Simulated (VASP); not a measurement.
A run of VASP 6.6.1 is set up as follows.

File INCAR:

```
ALGO = Normal
EDIFF = 1E-7
EDIFFG = -0.01
ENCUT = 600
GGA = PE
IBRION = 2
ISIF = 3
ISMEAR = 0
LASPH = T
LCHARG = F
LREAL = F
LWAVE = F
NELM = 60
NSW = 100
PREC = Accurate
SIGMA = 0.02
```

Contents of KPOINTS:

```
k-points
0
Gamma
  8 8 8
```

POSCAR

```
KF
1.0
    0.0000000000      2.7035069934      2.7035069934
    2.7035069934      0.0000000000      2.7035069934
    2.7035069934      2.7035069934      0.0000000000
K F
1 1
Direct
    0.0000000000      0.0000000000      0.0000000000
    0.5000000000      0.5000000000      0.5000000000
```

Potentials or basis: VASP PAW PBE potentials, release 64 (K_sv, F).

The run is started by

```sh
$ cat potpaw_PBE.64/K_sv/POTCAR potpaw_PBE.64/F/POTCAR > POTCAR
$ mpirun -np 1 vasp_std > vasp.out
```

Problem. What does it give for the relaxed volume?

Solution. 19.89 Å³/atom.

Problem. What does it give for the band gap on the k mesh?

Solution. 5.95 eV, direct.

The path:
```csv
step,energy change (eV),largest force (eV/Å),pressure (GPa),volume (Å³)
1,0.0000,0.0000,0.20,39.52
2,-0.0001,0.0000,0.10,39.66
3,-0.0002,0.0000,0.02,39.77
```

A k mesh can miss the band edges.
